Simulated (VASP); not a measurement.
A run of VASP 6.6.1 is set up as follows.

POSCAR

```
MnO
1.0
    0.0000000000      2.2239077028      2.2239077028
    2.2239077028      0.0000000000      2.2239077028
    2.2239077028      2.2239077028      0.0000000000
Mn O
1 1
Direct
    0.0000000000      0.0000000000      0.0000000000
    0.5000000000      0.5000000000      0.5000000000
```

Contents of INCAR.step1:

```
PREC = Accurate
ENCUT = 520
EDIFF = 1E-5
ISMEAR = -1
SIGMA = 0.05
LREAL = False
LASPH = True
NELM = 150
ALGO = Normal
ISIF = 2
LWAVE = True
LCHARG = False
ISPIN = 2
MAGMOM = 4 0
LORBIT = 11
LMAXMIX = 4
NBANDS = 20
GGA = PE
KPAR = 4
```

File INCAR.step2:

```
PREC = Accurate
ENCUT = 520
EDIFF = 1E-6
ISMEAR = -1
SIGMA = 0.05
LREAL = False
LASPH = True
NELM = 150
ALGO = Normal
ISIF = 2
LWAVE = False
LCHARG = False
ISPIN = 2
MAGMOM = 4 0
LORBIT = 11
LMAXMIX = 4
GGA = PE
LHFCALC = True
AEXX = 0.25
PRECFOCK = Normal
NBANDS = 20
ISTART = 1
KPAR = 4
```

KPOINTS

```
Automatic mesh
0
Gamma
  6 6 6
```

Potentials or basis: VASP PAW PBE potentials, release 64 (Mn_pv, O).

Run with:

```console
$ cat potpaw_PBE.64/Mn_pv/POTCAR potpaw_PBE.64/O/POTCAR > POTCAR
$ cp INCAR.step1 INCAR
$ mpirun -np 4 vasp_std > vasp.out
$ cp INCAR.step2 INCAR
$ mpirun -np 4 vasp_std > vasp.out
```

Task: Estimate the band gap on the k mesh.

Result: 1.98 eV (least direct gap 4.77 eV).

Task: What does it give for the site moments?

Result: Mn +4.58; O +0.20 μB.

Caveat: a cell with one magnetic atom can't hold antiferromagnetic order, which such compounds often take. A k mesh can miss the band edges.
